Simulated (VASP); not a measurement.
**InP: relaxation of cell and atoms with PBE**

The system is InP.

```
In P
1.0
     6.83941    0.00000    0.00000
     0.00000    6.83941    0.00000
     0.00000    0.00000    4.10486
In P
4 4
Direct
  0.68050 0.68050 0.00000
  0.18050 0.81950 0.50000
  0.81950 0.18050 0.50000
  0.31950 0.31950 0.00000
  0.81950 0.81950 0.50000
  0.18050 0.18050 0.50000
  0.68050 0.31950 0.00000
  0.31950 0.68050 0.00000
```

```
Program                : VASP 6.6.1
Task                   : relaxation of cell and atoms
Functional             : PBE
Potentials or basis    : VASP PAW PBE potentials, release 64 (In_d, P)
Cutoff                 : 600 eV
k mesh                 : 4 × 4 × 4
Occupations            : gaussian, width 0.1 eV
Spin                   : no spin polarisation
Dipole correction      : no
Further INCAR settings : ALGO = Normal; EDIFF = 1e-06; IBRION = 2; EDIFFG = -0.04; NSW = 90; ISIF = 3
```

The relaxed volume is 27.86 Å³/atom. The relaxed cell is a = 7.261 Å, b = 7.261 Å, c = 4.227 Å, α = 90.00°, β = 90.00°, γ = 90.00° and the space group after relaxing (to 0.05 Å) is P4_2/mnm (No. 136). The energy gained by relaxing is 125.3 meV/atom, the ionic steps are 7 and the pressure after relaxing is 0.1 GPa. The largest force after relaxing is 0.019 eV/Å. The band gap on the k mesh is 0.56 eV, direct.

Forces on the atoms (eV/Å):
```
In   0.000  0.000  0.000
In   0.000  0.000  0.000
In   0.000  0.000  0.000
In   0.000  0.000  0.000
P   -0.014 -0.014  0.000
P    0.014  0.014  0.000
P    0.014 -0.014  0.000
P   -0.014  0.014  0.000
```

Step by step:
```
step  energy change (eV)  largest force (eV/Å)  pressure (GPa)  volume (Å³)
   1              0.0000                0.5828           11.60       192.02
   2             -0.6301                0.4519           -4.10       244.44
   3             -0.9746                0.2821            0.11       221.85
   4             -0.9894                0.1182           -0.06       222.79
   5             -0.9914                0.0485           -0.15       223.30
   6             -1.0007                0.0300           -0.01       223.02
   7             -1.0021                0.0194            0.05       222.87
```

Final structure:
```
In P
1.0
     7.26114    0.00000    0.00000
     0.00000    7.26114    0.00000
     0.00000    0.00000    4.22702
In P
4 4
Cartesian
  4.9263 4.9263 0.0000
  1.2958 5.9654 2.1135
  5.9654 1.2958 2.1135
  2.3348 2.3348 0.0000
  5.9504 5.9504 2.1135
  1.3107 1.3107 2.1135
  4.9413 2.3198 0.0000
  2.3198 4.9413 0.0000
```

Levels at points of the mesh, in eV from the valence-band top:
| k point | band 34 | band 35 | band 36 | band 37 | band 38 | band 39 |
| --- | --- | --- | --- | --- | --- | --- |
| (0.00, 0.00, 0.00) | -0.08 | 0.00 | 0.00 | 0.56 | 1.61 | 1.78 |
| (0.50, 0.00, 0.00) | -0.76 | -0.53 | -0.53 | 1.97 | 1.97 | 2.16 |
| (0.50, 0.50, 0.00) | -1.05 | -0.99 | -0.99 | 1.99 | 1.99 | 2.57 |
| (0.00, 0.00, 0.50) | -1.68 | -1.64 | -1.64 | 2.71 | 2.71 | 3.56 |
| (0.50, 0.00, 0.50) | -1.53 | -0.93 | -0.93 | 2.18 | 2.18 | 2.77 |
| (0.50, 0.50, 0.50) | -1.30 | -1.29 | -1.29 | 1.32 | 1.32 | 2.53 |

It took 26 min on 1 thread of AMD EPYC 7R43 64-Core Processor (Zen 3), with other jobs on the host, peak memory 0.38 GiB.

Caveat: the volume moved by over 15 % at a fixed basis, so the end points are rough; spin-orbit coupling is left out, which moves the levels of the heavy elements.
